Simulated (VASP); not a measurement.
A run of VASP 6.6.1 is set up as follows.

INCAR

```
SYSTEM = GdO
  PREC = Accurate
  ENCUT = 520
  EDIFF = 1E-6
  ISMEAR = -1
  SIGMA = 0.05
  LREAL = .FALSE.
  LASPH = .TRUE.
  NELM = 150
  ALGO = Normal
  ISIF = 2
  LWAVE = .FALSE.
  LCHARG = .TRUE.
  ISPIN = 2
  MAGMOM = 7 0
  LORBIT = 11
  LMAXMIX = 6
  GGA = PE
  LELF = .TRUE.
  LVHAR = .TRUE.
  NBANDS = 23
```

KPOINTS

```
Automatic mesh
0
G
  9 9 9
  0 0 0
```

Contents of POSCAR:

```
GdO
1.0
    0.0000000000      2.7355303903      2.7355303903
    2.7355303903      0.0000000000      2.7355303903
    2.7355303903      2.7355303903      0.0000000000
Gd O
1 1
Direct
    0.0000000000      0.0000000000      0.0000000000
    0.2500000000      0.2500000000      0.2500000000
```

Potentials or basis: VASP PAW PBE potentials, release 64 (Gd, O).

Launch:

```sh
$ cat potpaw_PBE.64/Gd/POTCAR potpaw_PBE.64/O/POTCAR > POTCAR
$ mpirun -np 1 vasp_std > vasp.out
```

(1) What does it give for the site moments?

(2) Estimate the net moment.

(3) Estimate the pressure.

Results:

(1) Gd +6.86; O -0.02 μB.

(2) 7.56 μB per cell.

(3) -3.9 GPa.

Caveat: a cell with one magnetic atom can't hold antiferromagnetic order, which such compounds often take.
